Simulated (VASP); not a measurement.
# InGa2N3 (I-4m2) in VASP: single point with PBE

Aim: the single point of InGa2N3 with PBE.

Program: VASP 6.6.1. These are calculated values, not measurements. Logs are shortened: lines on timing, memory, paths and dates and some standing lists are left out, and cuts for length are marked.

### Step 1. The cell of the first run

Symmetry: I-4m2, No. 119, tetragonal system. Conventional cell: a = 3.287 Å, b = 3.287 Å, c = 14.103 Å, α = 90.00°, β = 90.00°, γ = 90.00°. In (site symmetry -4m2) has 4 N at 2.14 Å within 2.8 Å. Ga (site symmetry 2mm) has 4 N at 1.96 to 1.97 Å within 2.6 Å. Within 2.6 Å of N (site symmetry -4m2) lie 4 Ga at 1.97 Å. N (site symmetry 2mm) has 2 Ga at 1.96 Å and 2 In at 2.14 Å within 2.6 Å.

### Step 2. Single point, PBE (12.70 Å³/atom)

File INCAR:

```
SYSTEM = InGa2N3
ALGO     = Normal         ! electronic algorithm
EDIFF    = 1E-6           ! SCF threshold, eV
ENCUT    = 520            ! plane-wave cutoff, eV
GGA      = PE             ! functional
ISIF     = 2              ! what is computed and relaxed
ISMEAR   = 0              ! smearing method
LASPH    = .True.         ! aspherical terms in the spheres
LCHARG   = .True.         ! write CHGCAR
LELF     = .True.         ! ELF
LREAL    = .False.        ! projectors in reciprocal space
LVHAR    = .True.       
LWAVE    = .False.        ! write WAVECAR
NBANDS   = 36             ! bands
NELM     = 80             ! most SCF steps
PREC     = Accurate       ! precision mode
SIGMA    = 0.02           ! smearing width, eV
```

File KPOINTS:

```
k-points
0
Gamma
  16 16 16
  0 0 0
```

File POSCAR:

```
InGa2N3
1.0
   -1.6435805736      1.6435805736      7.0514921964
    1.6435805736     -1.6435805736      7.0514921964
    1.6435805736      1.6435805736     -7.0514921964
In Ga N
1 2 3
Direct
    0.0000000000      0.0000000000      0.0000000000
    0.6729157038      0.6729157038      0.0000000000
    0.3270842962      0.3270842962      0.0000000000
    0.2500000000      0.7500000000      0.5000000000
    0.9033248263      0.4033248263      0.5000000000
    0.5966751737      0.0966751737      0.5000000000
```

Potentials or basis: VASP PAW PBE potentials, release 64 (In_d, Ga_d, N).

On the command line:

```console
$ cat potpaw_PBE.64/In_d/POTCAR potpaw_PBE.64/Ga_d/POTCAR potpaw_PBE.64/N/POTCAR > POTCAR
$ mpirun -np 1 vasp_std > vasp.out
```

OUTCAR:

```text
SYSTEM = InGa2N3
   EDIFF = 1E-6
   ENCUT = 520
   GGA = PE
   ISIF = 2
   ISMEAR = 0
   LASPH = .True.
   LREAL = .False.
   NELM = 80
   PREC = Accurate

 ion  position               nearest neighbor table
   1  0.000  0.000  0.000-   6 2.14   5 2.14   6 2.14   5 2.14   3 3.37   2 3.37   2 3.37   2 3.37
                             3 3.37   2 3.37   3 3.37   3 3.37
   2  0.673  0.673  0.000-   6 1.96   6 1.96   4 1.97   4 1.97   1 3.37   1 3.37   1 3.37   1 3.37

   3  0.327  0.327  0.000-   5 1.96   5 1.96   4 1.97   4 1.97   1 3.37   1 3.37   1 3.37   1 3.37

   4  0.250  0.750  0.500-   3 1.97   2 1.97   3 1.97   2 1.97
   5  0.903  0.403  0.500-   3 1.96   3 1.96   1 2.14   1 2.14
   6  0.597  0.097  0.500-   2 1.96   2 1.96   1 2.14   1 2.14

  LATTYP: Found a body centered tetragonal cell.
 ALAT       =     3.2871611472
 C/A-ratio  =     4.2903234010

  Lattice vectors:

 A1 = (  -1.6435805736,   1.6435805736,   7.0514921964)
 A2 = (   1.6435805736,  -1.6435805736,   7.0514921964)
 A3 = (   1.6435805736,   1.6435805736,  -7.0514921964)

Analysis of symmetry for initial positions (statically):
=====================================================================
 Subroutine PRICEL returns:
 Original cell was already a primitive cell.

 Routine SETGRP: Setting up the symmetry group for a
 body centered tetragonal supercell.

 Subroutine GETGRP returns: Found  8 space group operations
 (whereof  8 operations were pure point group operations)
 out of a pool of 16 trial point group operations.

The static configuration has the point symmetry D_2d.

Analysis of symmetry for dynamics (positions and initial velocities):
=====================================================================
 Subroutine PRICEL returns:
 Original cell was already a primitive cell.

 Routine SETGRP: Setting up the symmetry group for a
 body centered tetragonal supercell.

 Subroutine GETGRP returns: Found  8 space group operations
 (whereof  8 operations were pure point group operations)
 out of a pool of 16 trial point group operations.

The dynamic configuration has the point symmetry D_2d.

 Subroutine INISYM returns: Found  8 space group operations
 (whereof  8 operations are pure point group operations),
 and found     1 'primitive' translations

----------------------------------------------------------------------------------------

                                     Primitive cell

  volume of cell :      76.1944

  direct lattice vectors                    reciprocal lattice vectors
    -1.643580574  1.643580574  7.051492196     0.000000000  0.304213866  0.070906978
     1.643580574 -1.643580574  7.051492196     0.304213866  0.000000000  0.070906978
     1.643580574  1.643580574 -7.051492196     0.304213866  0.304213866  0.000000000

  length of vectors
     7.424705812  7.424705812  7.424705812     0.312368173  0.312368173  0.430223375

  position of ions in fractional coordinates (direct lattice)
     0.000000000  0.000000000  0.000000000
     0.672915704  0.672915704  0.000000000
     0.327084296  0.327084296  0.000000000
     0.250000000  0.750000000  0.500000000
     0.903324826  0.403324826  0.500000000
     0.596675174  0.096675174  0.500000000

  ion indices of the primitive-cell ions
   primitive index   ion index
                 1           1
                 2           2
                 3           3
                 4           4
                 5           5
                 6           6

----------------------------------------------------------------------------------------

 KPOINTS: k-points

Automatic generation of k-mesh.
 Grid dimensions read from file:
 generate k-points for:   16   16   16

 Generating k-lattice:

  Cartesian coordinates                     Fractional coordinates (reciprocal lattice)
     0.000000000  0.019013367  0.004431686     0.062500000  0.000000000  0.000000000
     0.019013367  0.000000000  0.004431686     0.000000000  0.062500000  0.000000000
     0.019013367  0.019013367  0.000000000     0.000000000  0.000000000  0.062500000

  Length of vectors
     0.019523011  0.019523011  0.026888961

  Shift w.r.t. Gamma in fractional coordinates (k-lattice)
     0.000000000  0.000000000  0.000000000

 Subroutine IBZKPT returns following result:
 ===========================================

 Found    349 irreducible k-points:

 Following reciprocal coordinates:
            Coordinates               Weight
  0.000000  0.000000  0.000000      1.000000
  0.062500  0.000000  0.000000      8.000000
  0.125000  0.000000  0.000000      8.000000
  0.187500  0.000000  0.000000      8.000000
  0.250000  0.000000  0.000000      8.000000
  0.312500  0.000000  0.000000      8.000000
[... 16 lines left out ...]
 -0.125000  0.062500  0.000000     16.000000
 -0.062500  0.062500  0.000000      4.000000
 [... further k-points ...]
   k-points           NKPTS =    349   k-points in BZ     NKDIM =    349   number of bands    NBANDS=     36
   number of dos      NEDOS =    301   number of ions     NIONS =      6
   total plane-waves  NPLWV = 175616
   dimension x,y,z NGX =    56 NGY =   56 NGZ =   56
   dimension x,y,z NGXF=   112 NGYF=  112 NGZF=  112
   ions per type =               1   2   3
   NGX,Y,Z   is equivalent  to a cutoff of  12.54, 12.54, 12.54 a.u.
   NGXF,Y,Z  is equivalent  to a cutoff of  25.08, 25.08, 25.08 a.u.
 SYSTEM =  InGa2N3
   PREC   = accura    normal or accurate (medium, high low for compatibility)
   ISTART =      0    job   : 0-new  1-cont  2-samecut
   ICHARG =      2    charge: 1-file 2-atom 10-const
   ISPIN  =      1    spin polarized calculation?
   LNONCOLLINEAR =      F non collinear calculations
   LSORBIT =      F    spin-orbit coupling
   LASPH  =      T    aspherical Exc in radial PAW
   ENCUT  =  520.0 eV  38.22 Ry    6.18 a.u.  13.81 13.81 13.81*2*pi/ulx,y,z
   NELM   =     80;   NELMIN=  2; NELMDL= -5     # of ELM steps
   EDIFF  = 0.1E-05   stopping-criterion for ELM
   LREAL  =      F    real-space projection
   EDIFFG = 0.1E-04   stopping-criterion for IOM
   NSW    =      0    number of steps for IOM
   IBRION =     -1    ionic relax: 0-MD 1-quasi-New 2-CG
   NFREE  =      0    steps in history (QN), initial steepest desc. (CG)
   ISIF   =      2    stress and relaxation
   ISYM   =      2    0-nonsym 1-usesym 2-fastsym
   POTIM  = 0.5000    time-step for ionic-motion
   TEBEG  =    0.0;   TEEND  =   0.0 temperature during run
   PSTRESS=    0.0 pullay stress
   NELECT =      54.0000    total number of electrons
   NUPDOWN=      -1.0000    fix difference up-down
   EMIN   =  10.00;   EMAX   =-10.00  energy-range for DOS
   EFERMI =   0.00;   METHOD = LEGACY
   ISMEAR =     0;   SIGMA  =   0.02  broadening in eV -4-tet -1-fermi 0-gaus
   EFERMI_NEDOS =   21; number of points for ismear=-14 and -15
   IALGO  =     38    algorithm
   IMIX   =      4    mixing-type and parameters
     AMIX     =   0.40;   BMIX     =  1.00
     AMIX_MAG =   1.60;   BMIX_MAG =  1.00
  volume/ion in A,a.u.               =      12.70        85.70
  Fermi-wavevector in a.u.,A,eV,Ry     =   1.459593  2.758231 28.986008  2.130411
  Thomas-Fermi vector in A             =   2.576142
   LORBIT       =      0    0 simple, 1 ext, 2 COOP (PROOUT), +10 PAW based schemes
   GGA     = PE    functional components
   LHFCALC =     F    Hartree Fock is set to
   AEXX    =    0.0000 exact exchange contribution
   IVDW    =     0    specifies the selected vdW correction
   LEPSILON=     F    determine dielectric tensor
   LRPA    =     F    only Hartree local field effects (RPA)
 non-spin polarized calculation
 Gauss-broadening in eV      SIGMA  =   0.02
  energy-cutoff  :      520.00
  volume of cell :       76.19
 maximum number of plane-waves:      2076
   NGX = 27   NGY = 27   NGZ = 27

 number of electron      54.0000002 magnetization

 Free energy of the ion-electron system (eV)
  ---------------------------------------------------
  ext. energy  EPLUGINS =         0.00000000
  ---------------------------------------------------
  free energy    TOTEN  =       -34.70724626 eV

  energy without entropy =      -34.70724626  energy(sigma->0) =      -34.70724626

 E-fermi :   6.0690     XC(G=0): -11.3420

 val. band max:        5.9506078897   @ k =   0.0000   0.0000   0.0000
 cond. band min:       6.6332435244   @ k =   0.0000   0.0000   0.0000
 fundamental gap:      0.6826356347
 Fermi energy:         6.0689566753

 k-point     1 :       0.0000    0.0000    0.0000
  band No.  band energies     occupation
      1      -9.6387      2.00000
      2      -9.1316      2.00000
      3      -8.9059      2.00000
      4      -7.6316      2.00000
      5      -7.6005      2.00000
      6      -7.6005      2.00000
[... 28 lines left out ...]
     35      15.8669      0.00000
     36      15.9302      0.00000

 k-point     2 :       0.0625    0.0000    0.0000
  band No.  band energies     occupation
      1      -9.6153      2.00000
      2      -9.1291      2.00000
      3      -8.9073      2.00000
      4      -7.6253      2.00000
      5      -7.5975      2.00000
      6      -7.5894      2.00000
[... 28 lines left out ...]
     35      15.9129      0.00000
     36      15.9918      0.00000

 k-point     3 :       0.1250    0.0000    0.0000
  band No.  band energies     occupation
      1      -9.5495      2.00000
      2      -9.1227      2.00000
      3      -8.9118      2.00000
      4      -7.6087      2.00000
      5      -7.5888      2.00000
      6      -7.5519      2.00000
[... 28 lines left out ...]
     35      16.0403      0.00000
     36      16.0659      0.00000

 k-point     4 :       0.1875    0.0000    0.0000
  band No.  band energies     occupation
      1      -9.4542      2.00000
      2      -9.1147      2.00000
      3      -8.9200      2.00000
      4      -7.5873      2.00000
      5      -7.5757      2.00000
      6      -7.4949      2.00000
[... 28 lines left out ...]
     35      16.0971      0.00000
     36      16.2154      0.00000

 k-point     5 :       0.2500    0.0000    0.0000
  band No.  band energies     occupation
      1      -9.3498      2.00000
      2      -9.1068      2.00000
      3      -8.9311      2.00000
      4      -7.5663      2.00000
      5      -7.5602      2.00000
      6      -7.5002      2.00000
[... 655 lines left out ...]
 k-point    22 :      -0.1875    0.0625    0.0000
  band No.  band energies     occupation
      1      -9.4378      2.00000
      2      -9.1119      2.00000
      3      -8.9181      2.00000
      4      -7.5802      2.00000
      5      -7.5687      2.00000
      6      -7.4914      2.00000
[... 28 lines left out ...]
     35      15.7120      0.00000
     36      16.2719      0.00000

 k-point    23 :      -0.1250    0.0625    0.0000
  band No.  band energies     occupation
      1      -9.5306      2.00000
      2      -9.1199      2.00000
      3      -8.9108      2.00000
      4      -7.6024      2.00000
      5      -7.5815      2.00000
      6      -7.5482      2.00000
[... 28 lines left out ...]
     35      15.7145      0.00000
     36      16.1702      0.00000

 k-point    24 :      -0.0625    0.0625    0.0000
  band No.  band energies     occupation
      1      -9.5939      2.00000
      2      -9.1265      2.00000
      3      -8.9074      2.00000
      4      -7.6194      2.00000
      5      -7.5910      2.00000
      6      -7.5829      2.00000
[... 28 lines left out ...]
     35      15.8121      0.00000
     36      16.0458      0.00000

 [... further k-points ...]

------------------------ aborting loop because EDIFF is reached ----------------------------------------

  FORCE on cell =-STRESS in cart. coord.  units (eV):
  Direction    XX          YY          ZZ          XY          YZ          ZX
  --------------------------------------------------------------------------------------
  -------------------------------------------------------------------------------------
  Total        2.4111305      2.4111305      2.4313726      0.0000000      0.0000000      0.0000000
  in kB       50.7000382     50.7000382     51.1256776      0.0000000      0.0000000      0.0000000
  external PRESSURE =      50.8419180 kB  Pullay stress =       0.0000000 kB

 VOLUME and BASIS-vectors are now :
 -----------------------------------------------------------------------------
  energy-cutoff  :      520.00
  volume of cell :       76.19
      direct lattice vectors                 reciprocal lattice vectors
    -1.643580574  1.643580574  7.051492196     0.000000000  0.304213866  0.070906978
     1.643580574 -1.643580574  7.051492196     0.304213866  0.000000000  0.070906978
     1.643580574  1.643580574 -7.051492196     0.304213866  0.304213866  0.000000000

 POSITION                                       TOTAL-FORCE (eV/Angst)
 -----------------------------------------------------------------------------------
      0.00000      0.00000      0.00000         0.000000     -0.000000     -0.000000
      0.00000      0.00000      9.49012         0.000000     -0.000000     -0.004873
      0.00000      0.00000      4.61286         0.000000     -0.000000      0.004873
      1.64358     -0.00000      3.52575         0.000000     -0.000000     -0.000000
      0.00000      1.64358      5.68808        -0.000000      0.000000     -0.020261
      0.00000      1.64358      1.36341        -0.000000      0.000000      0.020261
 -----------------------------------------------------------------------------------
    total drift:                                0.000001     -0.000001     -0.000000

  FREE ENERGIE OF THE ION-ELECTRON SYSTEM (eV)
  ---------------------------------------------------
  free  energy   TOTEN  =       -34.7072462623 eV

  energy  without entropy=      -34.7072462623  energy(sigma->0) =      -34.70724626
```

Run time: 89 min. Hardware: 1 thread of Oxide Virtual Turin-like, shared host; peak memory 1 GiB.

Results:

* Free energy: -34.7072 eV
* Pressure: 5.1 GPa
* Largest force: 0.020 eV/Å
* Band gap on the k mesh: 0.68 eV

Forces in eV/Å, atoms in the order of the input:
```
In   0.000  0.000  0.000
Ga   0.000  0.000 -0.005
Ga   0.000  0.000  0.005
N    0.000  0.000  0.000
N    0.000  0.000 -0.020
N    0.000  0.000  0.020
```

Caveat: the cell stands under pressure; semilocal functionals underestimate gaps, and a narrow one can read as zero; spin-orbit coupling is left out, which moves the levels of the heavy elements. A k mesh can miss the band edges.
